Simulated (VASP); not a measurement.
# SiW2 (P4/nmm) in VASP: a series of runs

The runs below take SiW2 through relaxation of cell and atoms, single point, with PBE.

All numbers are computed with VASP 6.6.1; they aren't measurements. Logs are shortened: lines on timing, memory, paths and dates and some standing lists are left out, and cuts for length are marked.

## (1) The cell of the first run

It takes space group P4/nmm (No. 129, tetragonal). Conventional cell: a = 3.437 Å, b = 3.437 Å, c = 7.054 Å, α = 90.00°, β = 90.00°, γ = 90.00°. Within 3.3 Å of Si (site symmetry 4mm) lie 9 W at 2.52 to 2.59 Å. Within 3.2 Å of W (site symmetry -4m2) lie 8 W at 2.43 to 3.12 Å and 4 Si at 2.59 Å. Within 3.3 Å of W (site symmetry 4mm) lie 5 Si at 2.52 Å and 8 W at 3.06 to 3.12 Å.

## (2) Relaxation of cell and atoms, PBE

Contents of INCAR:

```
  ALGO = Fast
  EDIFF = 1E-6
  EDIFFG = -0.04
  ENCUT = 600
  GGA = PE
  IBRION = 2
  ISIF = 3
  ISMEAR = 0
  LASPH = T
  LCHARG = F
  LREAL = F
  LWAVE = F
  NELM = 60
  NSW = 90
  PREC = Accurate
  SIGMA = 0.1
```

Contents of KPOINTS:

```
k-points
0
Gamma
  6 6 4
```

Contents of POSCAR:

```
SiW2
1.0
    3.4372380600      0.0000000000      0.0000000000
    0.0000000000      3.4372380600      0.0000000000
    0.0000000000      0.0000000000      7.0542330000
Si W
2 4
Direct
    0.0000000000      0.5000000000      0.7260538900
    0.5000000000      0.0000000000      0.2739461100
    0.0000000000      0.0000000000      0.0000000000
    0.5000000000      0.5000000000      0.0000000000
    0.0000000000      0.5000000000      0.3686291600
    0.5000000000      0.0000000000      0.6313708400
```

Potentials or basis: VASP PAW PBE potentials, release 64 (Si, W_sv).

Started as:

```sh
$ cat potpaw_PBE.64/Si/POTCAR potpaw_PBE.64/W_sv/POTCAR > POTCAR
$ mpirun -np 1 vasp_std > vasp.out
```

OUTCAR:

```text
EDIFF = 1E-6
   EDIFFG = -0.04
   ENCUT = 600
   GGA = PE
   IBRION = 2
   ISIF = 3
   ISMEAR = 0
   LASPH = T
   LREAL = F
   NELM = 60
   NSW = 90
   PREC = Accurate

 ion  position               nearest neighbor table
   1  0.000  0.500  0.726-   6 2.52   6 2.52   6 2.52   6 2.52   5 2.52   3 2.59   4 2.59   4 2.59
                             3 2.59
   2  0.500  0.000  0.274-   5 2.52   5 2.52   5 2.52   5 2.52   6 2.52   3 2.59   3 2.59   4 2.59
                             4 2.59
   3  0.000  0.000  0.000-   4 2.43   4 2.43   4 2.43   4 2.43   2 2.59   2 2.59   1 2.59   1 2.59
                             5 3.12   6 3.12   6 3.12   5 3.12
   4  0.500  0.500  0.000-   3 2.43   3 2.43   3 2.43   3 2.43   2 2.59   1 2.59   1 2.59   2 2.59
                             5 3.12   6 3.12   5 3.12   6 3.12
   5  0.000  0.500  0.369-   2 2.52   2 2.52   2 2.52   2 2.52   1 2.52   6 3.06   6 3.06   6 3.06
                             6 3.06   4 3.12   3 3.12   3 3.12   4 3.12
   6  0.500  0.000  0.631-   1 2.52   1 2.52   1 2.52   1 2.52   2 2.52   5 3.06   5 3.06   5 3.06
                             5 3.06   3 3.12   4 3.12   3 3.12   4 3.12

  LATTYP: Found a simple tetragonal cell.
 ALAT       =     3.4372380600
 C/A-ratio  =     2.0522968956

  Lattice vectors:

 A1 = (   3.4372380600,   0.0000000000,   0.0000000000)
 A2 = (   0.0000000000,   3.4372380600,   0.0000000000)
 A3 = (   0.0000000000,   0.0000000000,   7.0542330000)

Analysis of symmetry for initial positions (statically):
=====================================================================
 Subroutine PRICEL returns:
 Original cell was already a primitive cell.

 Routine SETGRP: Setting up the symmetry group for a
 simple tetragonal supercell.

 Subroutine GETGRP returns: Found 16 space group operations
 (whereof  8 operations were pure point group operations)
 out of a pool of 16 trial point group operations.

The static configuration has the point symmetry D_2d.
 The point group associated with its full space group is D_4h.

Analysis of symmetry for dynamics (positions and initial velocities):
=====================================================================
 Subroutine PRICEL returns:
 Original cell was already a primitive cell.

 Routine SETGRP: Setting up the symmetry group for a
 simple tetragonal supercell.

 Subroutine GETGRP returns: Found 16 space group operations
 (whereof  8 operations were pure point group operations)
 out of a pool of 16 trial point group operations.

The dynamic configuration has the point symmetry D_2d.
 The point group associated with its full space group is D_4h.

 Subroutine INISYM returns: Found 16 space group operations
 (whereof  8 operations are pure point group operations),
 and found     1 'primitive' translations

----------------------------------------------------------------------------------------

                                     Primitive cell

  volume of cell :      83.3430

  direct lattice vectors                    reciprocal lattice vectors
     3.437238060  0.000000000  0.000000000     0.290931260  0.000000000  0.000000000
     0.000000000  3.437238060  0.000000000     0.000000000  0.290931260  0.000000000
     0.000000000  0.000000000  7.054233000     0.000000000  0.000000000  0.141758856

  length of vectors
     3.437238060  3.437238060  7.054233000     0.290931260  0.290931260  0.141758856

  position of ions in fractional coordinates (direct lattice)
     0.000000000  0.500000000  0.726053890
     0.500000000  0.000000000  0.273946110
     0.000000000  0.000000000  0.000000000
     0.500000000  0.500000000  0.000000000
     0.000000000  0.500000000  0.368629160
     0.500000000  0.000000000  0.631370840

  ion indices of the primitive-cell ions
   primitive index   ion index
                 1           1
                 2           2
                 3           3
                 4           4
                 5           5
                 6           6

----------------------------------------------------------------------------------------

 KPOINTS: k-points

Automatic generation of k-mesh.
 Grid dimensions read from file:
 generate k-points for:    6    6    4

 Generating k-lattice:

  Cartesian coordinates                     Fractional coordinates (reciprocal lattice)
     0.048488543  0.000000000  0.000000000     0.166666667  0.000000000  0.000000000
     0.000000000  0.048488543  0.000000000     0.000000000  0.166666667  0.000000000
     0.000000000  0.000000000  0.035439714     0.000000000  0.000000000  0.250000000

  Length of vectors
     0.048488543  0.048488543  0.035439714

  Shift w.r.t. Gamma in fractional coordinates (k-lattice)
     0.000000000  0.000000000  0.000000000

 Subroutine IBZKPT returns following result:
 ===========================================

 Found     30 irreducible k-points:

 Following reciprocal coordinates:
            Coordinates               Weight
  0.000000  0.000000  0.000000      1.000000
  0.166667  0.000000  0.000000      4.000000
  0.333333  0.000000  0.000000      4.000000
  0.500000  0.000000  0.000000      2.000000
  0.166667  0.166667  0.000000      4.000000
  0.333333  0.166667  0.000000      8.000000
[... 16 lines left out ...]
  0.333333  0.000000  0.500000      4.000000
  0.500000  0.000000  0.500000      2.000000
 [... further k-points ...]
   k-points           NKPTS =     30   k-points in BZ     NKDIM =     30   number of bands    NBANDS=     38
   number of dos      NEDOS =    301   number of ions     NIONS =      6
   total plane-waves  NPLWV =  43904
   dimension x,y,z NGX =    28 NGY =   28 NGZ =   56
   dimension x,y,z NGXF=    56 NGYF=   56 NGZF=  112
   ions per type =               2   4
   NGX,Y,Z   is equivalent  to a cutoff of  13.54, 13.54, 13.20 a.u.
   NGXF,Y,Z  is equivalent  to a cutoff of  27.09, 27.09, 26.39 a.u.
 SYSTEM =  unknown system
   PREC   = accura    normal or accurate (medium, high low for compatibility)
   ISTART =      0    job   : 0-new  1-cont  2-samecut
   ICHARG =      2    charge: 1-file 2-atom 10-const
   ISPIN  =      1    spin polarized calculation?
   LNONCOLLINEAR =      F non collinear calculations
   LSORBIT =      F    spin-orbit coupling
   LASPH  =      T    aspherical Exc in radial PAW
   ENCUT  =  600.0 eV  44.10 Ry    6.64 a.u.   6.87  6.87 14.09*2*pi/ulx,y,z
   NELM   =     60;   NELMIN=  2; NELMDL= -5     # of ELM steps
   EDIFF  = 0.1E-05   stopping-criterion for ELM
   LREAL  =      F    real-space projection
   EDIFFG = -.4E-01   stopping-criterion for IOM
   NSW    =     90    number of steps for IOM
   IBRION =      2    ionic relax: 0-MD 1-quasi-New 2-CG
   NFREE  =      1    steps in history (QN), initial steepest desc. (CG)
   ISIF   =      3    stress and relaxation
   ISYM   =      2    0-nonsym 1-usesym 2-fastsym
   POTIM  = 0.5000    time-step for ionic-motion
   TEBEG  =    0.0;   TEEND  =   0.0 temperature during run
   PSTRESS=    0.0 pullay stress
   NELECT =      64.0000    total number of electrons
   NUPDOWN=      -1.0000    fix difference up-down
   EMIN   =  10.00;   EMAX   =-10.00  energy-range for DOS
   EFERMI =   0.00;   METHOD = LEGACY
   ISMEAR =     0;   SIGMA  =   0.10  broadening in eV -4-tet -1-fermi 0-gaus
   EFERMI_NEDOS =   21; number of points for ismear=-14 and -15
   IALGO  =     68    algorithm
   IMIX   =      4    mixing-type and parameters
     AMIX     =   0.40;   BMIX     =  1.00
     AMIX_MAG =   1.60;   BMIX_MAG =  1.00
  volume/ion in A,a.u.               =      13.89        93.74
  Fermi-wavevector in a.u.,A,eV,Ry     =   1.499150  2.832983 30.578432  2.247451
  Thomas-Fermi vector in A             =   2.610817
   LORBIT       =      0    0 simple, 1 ext, 2 COOP (PROOUT), +10 PAW based schemes
   GGA     = PE    functional components
   LHFCALC =     F    Hartree Fock is set to
   AEXX    =    0.0000 exact exchange contribution
   IVDW    =     0    specifies the selected vdW correction
   LEPSILON=     F    determine dielectric tensor
   LRPA    =     F    only Hartree local field effects (RPA)
 conjugate gradient relaxation of ions
 non-spin polarized calculation
 RMM-DIIS sequential band-by-band and
 Gauss-broadening in eV      SIGMA  =   0.10
  energy-cutoff  :      600.00
  volume of cell :       83.34
 maximum number of plane-waves:      2800
 NGX is ok and might be reduce to    28
   NGX = 13   NGY = 13   NGZ = 29

--------------------------------------- Ionic step        1  -------------------------------------------

 number of electron      64.0000008 magnetization

 Free energy of the ion-electron system (eV)
  ---------------------------------------------------
  ext. energy  EPLUGINS =         0.00000000
  ---------------------------------------------------
  free energy    TOTEN  =       -59.93282916 eV

  energy without entropy =      -59.91646853  energy(sigma->0) =      -59.92464885

------------------------ aborting loop because EDIFF is reached ----------------------------------------

  FORCE on cell =-STRESS in cart. coord.  units (eV):
  Direction    XX          YY          ZZ          XY          YZ          ZX
  --------------------------------------------------------------------------------------
  -------------------------------------------------------------------------------------
  Total       24.6903759     24.6903759      1.8042233      0.0000000     -0.0000000      0.0000000
  in kB      474.6453821    474.6453821     34.6842132      0.0000000     -0.0000000      0.0000000
  external PRESSURE =     327.9916591 kB  Pullay stress =       0.0000000 kB
[... 27 lines left out ...]
--------------------------------------- Ionic step        2  -------------------------------------------

 number of electron      64.0000007 magnetization

 E-fermi :   7.4719     XC(G=0): -11.4557

 val. band max:        7.4712861483   @ k =   0.3333   0.1667   0.5000
 cond. band min:       7.4753161551   @ k =   0.5000   0.5000   0.0000
 fundamental gap:      0.0040300067
 Fermi energy:         7.4719017257

 k-point     1 :       0.0000    0.0000    0.0000
  band No.  band energies     occupation
      1     -67.1046      2.00000
      2     -67.1013      2.00000
      3     -67.0543      2.00000
      4     -67.0034      2.00000
      5     -31.3471      2.00000
      6     -31.3471      2.00000
[... 1048 lines left out ...]
  FREE ENERGIE OF THE ION-ELECTRON SYSTEM (eV)
  ---------------------------------------------------
  free  energy   TOTEN  =       -61.3757700186 eV

  energy  without entropy=      -61.3500847715  energy(sigma->0) =      -61.36292740

[... ionic steps 4 to 11 ...]

--------------------------------------- Ionic step       12  -------------------------------------------

 number of electron      63.9999990 magnetization

------------------------ aborting loop because EDIFF is reached ----------------------------------------
[... 75 lines left out ...]
--------------------------------------- Ionic step       14  -------------------------------------------

 number of electron      63.9999990 magnetization

 Free energy of the ion-electron system (eV)
  ---------------------------------------------------
  ext. energy  EPLUGINS =         0.00000000
  ---------------------------------------------------
  free energy    TOTEN  =       -62.02478111 eV

  energy without entropy =      -61.99855152  energy(sigma->0) =      -62.01166632

 E-fermi :  10.8968     XC(G=0): -12.8100

 val. band max:       10.8852561008   @ k =   0.1667   0.0000   0.2500
 cond. band min:      10.9012547861   @ k =   0.3333   0.0000   0.5000
 fundamental gap:      0.0159986853
 Fermi energy:        10.8968486410

 k-point     1 :       0.0000    0.0000    0.0000
  band No.  band energies     occupation
      1     -63.3047      2.00000
      2     -63.2935      2.00000
      3     -63.1920      2.00000
      4     -62.9891      2.00000
      5     -27.9802      2.00000
      6     -27.9802      2.00000
[... 1008 lines left out ...]
  FREE ENERGIE OF THE ION-ELECTRON SYSTEM (eV)
  ---------------------------------------------------
  free  energy   TOTEN  =       -62.0247811109 eV

  energy  without entropy=      -61.9985515222  energy(sigma->0) =      -62.01166632

 reached required accuracy - stopping structural energy minimisation
```

Wall time 9.4 min (1 thread of Intel Xeon 6975P-C (Granite Rapids), shared host); peak memory 0.26 GiB.

What came out:

```
Free energy                            : -62.0248 eV
Relaxed volume                         : 15.41 Å³/atom
Relaxed cell                           : a = 3.701 Å, b = 3.701 Å, c = 6.748 Å, α = 90.00°, β = 90.00°, γ = 90.00°
Space group after relaxing (to 0.05 Å) : P4/nmm (No. 129)
Energy gained by relaxing              : 348.7 meV/atom
Ionic steps                            : 14
Pressure after relaxing                : -0.2 GPa
Largest force after relaxing           : 0.017 eV/Å
Band gap on the k mesh                 : zero (band 32 reaches 11.26 eV, above the bottom of band 33 at 10.36 eV)
```

Forces on the atoms (eV/Å):
```
Si   0.000  0.000  0.017
Si   0.000  0.000 -0.017
W    0.000  0.000  0.000
W    0.000  0.000  0.000
W    0.000  0.000  0.002
W    0.000  0.000 -0.002
```

Step by step:
```
step  energy change (eV)  largest force (eV/Å)  pressure (GPa)  volume (Å³)
   1              0.0000                1.3461           32.80        83.34
   2              2.6076                1.3174          -37.12       121.46
   3             -1.4429                1.4990           -9.20        95.83
   4             -1.4564                1.4951           -6.82        94.80
   5             -1.8259                1.6502            3.54        91.18
   6             -1.8770                1.6114            0.27        92.08
   7             -2.0526                0.4407            1.99        91.56
   8             -2.0688                0.3985            3.12        91.34
   9             -2.0451                0.0684           -5.89        94.77
  10             -2.0861                0.2596           -0.60        92.67
  11             -2.0915                0.0787           -0.06        92.42
  12             -2.0918                0.0471            0.09        92.35
  13             -2.0918                0.0461            0.12        92.34
  14             -2.0920                0.0175           -0.20        92.45
```

Final structure:
```cif
data_structure
_symmetry_space_group_name_H-M 'P 1'
_symmetry_Int_Tables_number 1
_cell_length_a 3.7014
_cell_length_b 3.7014
_cell_length_c 6.7475
_cell_angle_alpha 90.000
_cell_angle_beta 90.000
_cell_angle_gamma 90.000
_cell_volume 92.45
loop_
_atom_site_label
_atom_site_type_symbol
_atom_site_fract_x
_atom_site_fract_y
_atom_site_fract_z
_atom_site_occupancy
Si1 Si 0.00000 0.50000 0.71410 1
Si2 Si 0.50000 0.00000 0.28590 1
W1 W 0.00000 0.00000 0.00000 1
W2 W 0.50000 0.50000 0.00000 1
W3 W 0.00000 0.50000 0.34041 1
W4 W 0.50000 0.00000 0.65959 1
```

Caveat: spin-orbit coupling is left out, which moves the levels of the heavy elements.

## (3) Single point, PBE

This run uses another cell than the first one, of 15.35 Å³/atom, 1.105 times its volume.

Contents of INCAR:

```
SYSTEM = SiW2
  PREC = Accurate
  ENCUT = 520
  EDIFF = 1E-6
  ISMEAR = 0
  SIGMA = 0.1
  LREAL = .False.
  LASPH = .True.
  NELM = 60
  ALGO = Fast
  ISIF = 2
  LWAVE = .False.
  LCHARG = .True.
  GGA = PE
  LELF = .True.
  LVHAR = .True.
  NBANDS = 41
```

Contents of KPOINTS:

```
regular mesh
0
Gamma
  10 10 6
  0 0 0
```

Contents of POSCAR:

```
SiW2
1.0
    3.6914237526      0.0000000000      0.0000000000
    0.0000000000      3.6914237526      0.0000000000
    0.0000000000      0.0000000000      6.7605452420
Si W
2 4
Direct
    0.0000000000      0.5000000000      0.7142088579
    0.5000000000      0.0000000000      0.2857911421
    0.0000000000      0.0000000000      0.0000000000
    0.5000000000      0.5000000000      0.0000000000
    0.0000000000      0.5000000000      0.3412329596
    0.5000000000      0.0000000000      0.6587670404
```

Potentials or basis: VASP PAW PBE potentials, release 64 (Si, W_sv).

Started as:

```sh
$ cat potpaw_PBE.64/Si/POTCAR potpaw_PBE.64/W_sv/POTCAR > POTCAR
$ mpirun -np 1 vasp_std > vasp.out
```

Wall time 2.3 min (1 thread of Intel Xeon 6975P-C (Granite Rapids), shared host); peak memory 0.35 GiB.

It converged, with:

- Free energy: -62.0588 eV
- Pressure: 0.3 GPa
- Largest force: 0.008 eV/Å
- Band gap on the k mesh: zero (band 32 reaches 11.38 eV, above the bottom of band 33 at 10.41 eV)

Forces in eV/Å, atoms in the order of the input:
```
Si   0.000  0.000  0.000
Si   0.000  0.000  0.000
W    0.000  0.000  0.000
W    0.000  0.000  0.000
W    0.000  0.000  0.008
W    0.000  0.000 -0.008
```

Stress tensor (GPa, compression positive):
```
0.35 0.00 0.00
0.00 0.35 0.00
0.00 0.00 0.15
```

Levels at points of the mesh, in eV from the Fermi level:
| k point | band 30 | band 31 | band 32 | band 33 | band 34 | band 35 |
| --- | --- | --- | --- | --- | --- | --- |
| (0.00, 0.00, 0.00) | -0.87 | -0.66 | -0.66 | -0.16 | -0.10 | 1.89 |
| (0.50, 0.00, 0.00) | -1.78 | -0.21 | -0.21 | 0.34 | 0.34 | 0.93 |
| (0.50, 0.50, 0.00) | -1.40 | 0.21 | 0.21 | 0.47 | 0.47 | 1.00 |
| (0.00, 0.00, 0.50) | -1.13 | -1.01 | -1.01 | -0.16 | 0.13 | 1.03 |
| (0.50, 0.00, 0.50) | -1.37 | -0.56 | -0.56 | 0.21 | 0.21 | 0.94 |
| (0.50, 0.50, 0.50) | -2.65 | 0.37 | 0.37 | 0.74 | 0.74 | 0.98 |

Caveat: spin-orbit coupling is left out, which moves the levels of the heavy elements.
